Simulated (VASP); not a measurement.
Crystal: Ga3SbN2.

```xyz
6
Lattice="5.7568 0.0000 0.0000 -2.8784 4.9855 0.0000 0.0000 0.0000 5.8031" Properties=species:S:1:pos:R:3 pbc="T T T"
Ga    2.8784    0.0000    2.9016
Ga   -1.4392    2.4928    2.9016
Ga    1.4392    2.4928    2.9016
Sb    0.0000    0.0000    0.0000
N     0.0000    0.0000    2.3168
N     0.0000    0.0000    3.4863
```

The cell was built from a structure type or drawn by symmetry, and may not be a known phase.

```yaml
Program: VASP 6.6.1
Task: relaxation of cell and atoms
Functional: PBE
Potentials_or_basis: VASP PAW PBE potentials, release 64 (Ga_d, Sb, N)
Cutoff: 600 eV
k_mesh: 6 × 6 × 4
Occupations: gaussian, width 0.1 eV
Spin: no spin polarisation
```

At the start: pressure -0.0 GPa; volume 27.76 Å³/atom.

Problem. How do energy, volume and symmetry change on relaxing?

Solution. Over 8 steps the energy falls by 9.6 meV/atom and the volume is 27.37 Å³/atom (-1.4 %); space group P6/mmm (No. 191, to 0.1 Å) before and after.

The path:
```
step  energy change (eV)  largest force (eV/Å)  pressure (GPa)  volume (Å³)
   1              0.0000                1.5496           -0.04       166.55
   2              0.2745                4.6245           -2.95       166.35
   3             -0.0230                0.3030           -0.81       166.52
   4             -0.0557                0.0477            0.30       163.59
   5             -0.0573                0.0798            0.09       164.10
   6             -0.0573                0.0844            0.04       164.15
   7             -0.0563                0.4169            0.25       164.42
   8             -0.0574                0.0194            0.09       164.21
```

Final structure:
```cif
data_structure
_symmetry_space_group_name_H-M 'P 1'
_symmetry_Int_Tables_number 1
_cell_length_a 5.7831
_cell_length_b 5.7831
_cell_length_c 5.6693
_cell_angle_alpha 90.000
_cell_angle_beta 90.000
_cell_angle_gamma 120.000
_cell_volume 164.21
loop_
_atom_site_label
_atom_site_type_symbol
_atom_site_fract_x
_atom_site_fract_y
_atom_site_fract_z
_atom_site_occupancy
Ga1 Ga 0.50000 0.00000 0.50000 1
Ga2 Ga 0.00000 0.50000 0.50000 1
Ga3 Ga 0.50000 0.50000 0.50000 1
Sb1 Sb 0.00000 0.00000 0.00000 1
N1 N 0.00000 0.00000 0.39540 1
N2 N 0.00000 0.00000 0.60460 1
```

Caveat: the standard files for N, O and F lose accuracy on very short bonds.
